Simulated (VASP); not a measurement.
# KTmI4 (Cmmm) in VASP: relaxation of cell and atoms with PBE

Aim: the relaxation of cell and atoms of KTmI4 with PBE.

Program: VASP 6.6.1. These are calculated values, not measurements. Logs are shortened: lines on timing, memory, paths and dates and some standing lists are left out, and cuts for length are marked.

## Step 1: The cell of the first run

The structure is orthorhombic, space group Cmmm (No. 65). Conventional cell: a = 5.720 Å, b = 10.916 Å, c = 9.585 Å, α = 90.00°, β = 90.00°, γ = 90.00°. K (site symmetry mmm) has 12 I at 4.21 to 4.36 Å and 4 Tm at 5.58 Å and 2 K at 5.72 Å within 5.8 Å. Tm (site symmetry mmm) has 4 I at 2.98 Å within 3.9 Å. Within 3.9 Å of I (site symmetry m) lie 1 Tm at 2.98 Å and 3 I at 3.35 to 3.71 Å.

The cell was generated, and may not be a known phase.

## Step 2: Relaxation of cell and atoms, PBE

INCAR reads:

```
SYSTEM = KTmI4
PREC     = Accurate       ! precision mode
ENCUT    = 500            ! plane-wave cutoff, eV
EDIFF    = 1E-7           ! SCF threshold, eV
ISMEAR   = 0              ! smearing method
SIGMA    = 0.15           ! smearing width, eV
LREAL    = .False.        ! projectors in reciprocal space
LASPH    = .True.         ! aspherical terms in the spheres
NELM     = 200            ! most SCF steps
ALGO     = Normal         ! electronic algorithm
ISIF     = 3              ! what is computed and relaxed
LWAVE    = .False.        ! write WAVECAR
LCHARG   = .False.        ! write CHGCAR
GGA      = PE             ! functional
IBRION   = 2              ! ionic algorithm
NSW      = 36             ! ionic steps
EDIFFG   = -0.08          ! ionic threshold
GGA_COMPAT= .False.      
NELMIN   = 4            
LMAXMIX  = 6              ! l up to which the mixer works
```

KPOINTS reads:

```
regular mesh
0
Gamma
  3 3 2
  0 0 0
```

POSCAR reads:

```
KTmI4
1.0
    2.8601188600     -5.4581625500      0.0000000000
    2.8601188600      5.4581625500      0.0000000000
    0.0000000000      0.0000000000      9.5845979400
K Tm I
1 1 4
Direct
    0.5000000000      0.5000000000      0.5000000000
    0.0000000000      0.0000000000      0.0000000000
    0.8299239800      0.1700760200      0.7569829100
    0.1700760200      0.8299239800      0.7569829100
    0.8299239800      0.1700760200      0.2430170900
    0.1700760200      0.8299239800      0.2430170900
```

Potentials or basis: VASP PAW PBE potentials, release 64 (K_sv, Tm_3, I), 4f in core.

Run with:

```
$ cat potpaw_PBE.64/K_sv/POTCAR potpaw_PBE.64/Tm_3/POTCAR potpaw_PBE.64/I/POTCAR > POTCAR
$ mpirun -np 1 vasp_std > vasp.out
```

OUTCAR:

```text
SYSTEM = KTmI4
   PREC = Accurate
   ENCUT = 500
   EDIFF = 1E-7
   ISMEAR = 0
   LREAL = .False.
   LASPH = .True.
   NELM = 200
   ISIF = 3
   GGA = PE
   IBRION = 2
   NSW = 36
   EDIFFG = -0.08
   NELMIN = 4

 ion  position               nearest neighbor table
   1  0.500  0.500  0.500-
   2  0.000  0.000  0.000-   3 2.98   4 2.98   5 2.98   6 2.98
   3  0.830  0.170  0.757-   2 2.98   4 3.35   4 3.35
   4  0.170  0.830  0.757-   2 2.98   3 3.35   3 3.35
   5  0.830  0.170  0.243-   2 2.98   6 3.35   6 3.35
   6  0.170  0.830  0.243-   2 2.98   5 3.35   5 3.35

  LATTYP: Found a base centered orthorhombic cell.
 ALAT       =     5.7202377200
 B/A-ratio  =     1.9083691333
 C/A-ratio  =     1.6755593752

  Lattice vectors:

 A1 = (   2.8601188600,  -5.4581625500,   0.0000000000)
 A2 = (   2.8601188600,   5.4581625500,   0.0000000000)
 A3 = (   0.0000000000,   0.0000000000,   9.5845979400)

Analysis of symmetry for initial positions (statically):
=====================================================================
 Subroutine PRICEL returns:
 Original cell was already a primitive cell.

 Routine SETGRP: Setting up the symmetry group for a
 base centered orthorhombic supercell.

 Subroutine GETGRP returns: Found  8 space group operations
 (whereof  8 operations were pure point group operations)
 out of a pool of  8 trial point group operations.

The static configuration has the point symmetry D_2h.

Analysis of symmetry for dynamics (positions and initial velocities):
=====================================================================
 Subroutine PRICEL returns:
 Original cell was already a primitive cell.

 Routine SETGRP: Setting up the symmetry group for a
 base centered orthorhombic supercell.

 Subroutine GETGRP returns: Found  8 space group operations
 (whereof  8 operations were pure point group operations)
 out of a pool of  8 trial point group operations.

The dynamic configuration has the point symmetry D_2h.

 Subroutine INISYM returns: Found  8 space group operations
 (whereof  8 operations are pure point group operations),
 and found     1 'primitive' translations

----------------------------------------------------------------------------------------

                                     Primitive cell

[... 67 lines left out ...]
   dimension x,y,z NGXF=    96 NGYF=   96 NGZF=  140
   ions per type =               1   1   4
   NGX,Y,Z   is equivalent  to a cutoff of  12.95, 12.95, 12.14 a.u.
   NGXF,Y,Z  is equivalent  to a cutoff of  25.90, 25.90, 24.28 a.u.
 SYSTEM =  KTmI4
   PREC   = accura    normal or accurate (medium, high low for compatibility)
   ISTART =      0    job   : 0-new  1-cont  2-samecut
   ICHARG =      2    charge: 1-file 2-atom 10-const
   ISPIN  =      1    spin polarized calculation?
   LNONCOLLINEAR =      F non collinear calculations
   LSORBIT =      F    spin-orbit coupling
   LASPH  =      T    aspherical Exc in radial PAW
   ENCUT  =  500.0 eV  36.75 Ry    6.06 a.u.  11.23 11.23 17.47*2*pi/ulx,y,z
   NELM   =    200;   NELMIN=  4; NELMDL= -5     # of ELM steps
   EDIFF  = 0.1E-06   stopping-criterion for ELM
   LREAL  =      F    real-space projection
   EDIFFG = -.8E-01   stopping-criterion for IOM
   NSW    =     36    number of steps for IOM
   IBRION =      2    ionic relax: 0-MD 1-quasi-New 2-CG
   NFREE  =      1    steps in history (QN), initial steepest desc. (CG)
   ISIF   =      3    stress and relaxation
   ISYM   =      2    0-nonsym 1-usesym 2-fastsym
   POTIM  = 0.5000    time-step for ionic-motion
   TEBEG  =    0.0;   TEEND  =   0.0 temperature during run
   PSTRESS=    0.0 pullay stress
   NELECT =      46.0000    total number of electrons
   NUPDOWN=      -1.0000    fix difference up-down
   EMIN   =  10.00;   EMAX   =-10.00  energy-range for DOS
   EFERMI =   0.00;   METHOD = LEGACY
   ISMEAR =     0;   SIGMA  =   0.15  broadening in eV -4-tet -1-fermi 0-gaus
   EFERMI_NEDOS =   21; number of points for ismear=-14 and -15
   IALGO  =     38    algorithm
   IMIX   =      4    mixing-type and parameters
     AMIX     =   0.40;   BMIX     =  1.00
     AMIX_MAG =   1.60;   BMIX_MAG =  1.00
  volume/ion in A,a.u.               =      49.88       336.57
  Fermi-wavevector in a.u.,A,eV,Ry     =   0.876966  1.657225 10.463818  0.769069
  Thomas-Fermi vector in A             =   1.996849
   LORBIT       =      0    0 simple, 1 ext, 2 COOP (PROOUT), +10 PAW based schemes
   GGA     = PE    functional components
   LHFCALC =     F    Hartree Fock is set to
   AEXX    =    0.0000 exact exchange contribution
   IVDW    =     0    specifies the selected vdW correction
   LEPSILON=     F    determine dielectric tensor
   LRPA    =     F    only Hartree local field effects (RPA)
 conjugate gradient relaxation of ions
 non-spin polarized calculation
 Gauss-broadening in eV      SIGMA  =   0.15
  energy-cutoff  :      500.00
  volume of cell :      299.25
 maximum number of plane-waves:      7612
 NGX is ok and might be reduce to    48
   NGX = 23   NGY = 23   NGZ = 35

--------------------------------------- Ionic step        1  -------------------------------------------

 number of electron      45.9999999 magnetization

 Free energy of the ion-electron system (eV)
  ---------------------------------------------------
  ext. energy  EPLUGINS =         0.00000000
  ---------------------------------------------------
  free energy    TOTEN  =       -16.38715983 eV

  energy without entropy =      -16.38273543  energy(sigma->0) =      -16.38494763

------------------------ aborting loop because EDIFF is reached ----------------------------------------

  FORCE on cell =-STRESS in cart. coord.  units (eV):
  Direction    XX          YY          ZZ          XY          YZ          ZX
  --------------------------------------------------------------------------------------
  -------------------------------------------------------------------------------------
  Total        9.8354665      5.8502128     -7.9463035      0.0000000      0.0000000      0.0000000
  in kB       52.6588176     31.3218786    -42.5442910      0.0000000      0.0000000      0.0000000
  external PRESSURE =      13.8121351 kB  Pullay stress =       0.0000000 kB
[... 307 lines left out ...]
--------------------------------------- Ionic step        9  -------------------------------------------

 number of electron      46.0000001 magnetization

 Free energy of the ion-electron system (eV)
  ---------------------------------------------------
  ext. energy  EPLUGINS =         0.00000000
  ---------------------------------------------------
  free energy    TOTEN  =       -17.88621805 eV

  energy without entropy =      -17.88621805  energy(sigma->0) =      -17.88621805

 E-fermi :   0.3881     XC(G=0):  -6.1979

 val. band max:       -0.2873175282   @ k =   0.3333   0.3333   0.0000
 cond. band min:       1.2419724143   @ k =   0.0000   0.0000   0.0000
 fundamental gap:      1.5292899425
 Fermi energy:         0.3881135785

 k-point     1 :       0.0000    0.0000    0.0000
  band No.  band energies     occupation
      1     -31.1892      2.00000
      2     -26.3863      2.00000
      3     -25.9220      2.00000
      4     -25.9213      2.00000
      5     -14.6584      2.00000
      6     -14.6302      2.00000
[... 262 lines left out ...]
  FREE ENERGIE OF THE ION-ELECTRON SYSTEM (eV)
  ---------------------------------------------------
  free  energy   TOTEN  =       -17.8862180468 eV

  energy  without entropy=      -17.8862180468  energy(sigma->0) =      -17.88621805

 reached required accuracy - stopping structural energy minimisation
```

It took 5.3 min on 1 thread of Intel Xeon 6975P-C (Granite Rapids), shared host; peak memory 0.47 GiB.

What came out:

| Quantity | Value |
| --- | --- |
| Free energy | -17.8862 eV |
| Relaxed volume | 60.60 Å³/atom |
| Relaxed cell | a = 7.102 Å, b = 7.102 Å, c = 8.577 Å, α = 90.00°, β = 90.00°, γ = 122.80° |
| Space group after relaxing (to 0.1 Å) | Cmmm (No. 65) |
| Energy gained by relaxing | 249.8 meV/atom |
| Ionic steps | 9 |
| Pressure after relaxing | 0.0 GPa |
| Largest force after relaxing | 0.076 eV/Å |
| Band gap on the k mesh | 1.53 eV (least direct gap 1.55 eV) |

Forces on the atoms (eV/Å):
```
K    0.000  0.000  0.000
Tm   0.000  0.000  0.000
I    0.000 -0.039 -0.065
I    0.000  0.039 -0.065
I    0.000 -0.039  0.065
I    0.000  0.039  0.065
```

The path:
```tsv
step	energy change (eV)	largest force (eV/Å)	pressure (GPa)	volume (Å³)
1	0.0000	1.0168	1.38	299.25
2	-1.1448	0.0881	1.13	316.50
3	-1.2897	0.8557	1.86	329.73
4	-1.3239	0.6415	1.63	326.98
5	-1.4560	0.3893	-0.50	363.63
6	-1.4790	0.1784	0.01	352.62
7	-1.4863	0.1515	0.01	354.82
8	-1.4982	0.0862	0.01	361.43
9	-1.4991	0.0758	0.02	363.58
```

Final structure:
```
K Tm I
1.0
     3.39927   -6.23511    0.00000
     3.39927    6.23511    0.00000
     0.00000    0.00000    8.57715
K Tm I
1 1 4
Direct
  0.50000 0.50000 0.50000
  0.00000 0.00000 0.00000
  0.83923 0.16077 0.75850
  0.16077 0.83923 0.75850
  0.83923 0.16077 0.24150
  0.16077 0.83923 0.24150
```

Levels at points of the mesh, in eV from the valence-band top:
```
           k point  band 19  band 20  band 21  band 22  band 23  band 24  band 25  band 26  band 27
(0.00, 0.00, 0.00)    -0.92    -0.90    -0.56    -0.55    -0.02     1.53     2.80     3.09     3.28
(0.00, 0.00, 0.50)    -1.20    -0.98    -0.83    -0.45    -0.35     1.66     2.92     3.23     3.48
```

Caveat: the volume moved by over 15 % at a fixed basis, so the end points are rough; spin-orbit coupling is left out, which moves the levels of the heavy elements; the 4f electrons are frozen in the core, so they carry no moment and show no levels; the relaxation stopped at a loose force limit of 0.08 eV/Å, so its end isn't a converged minimum. A k mesh can miss the band edges.
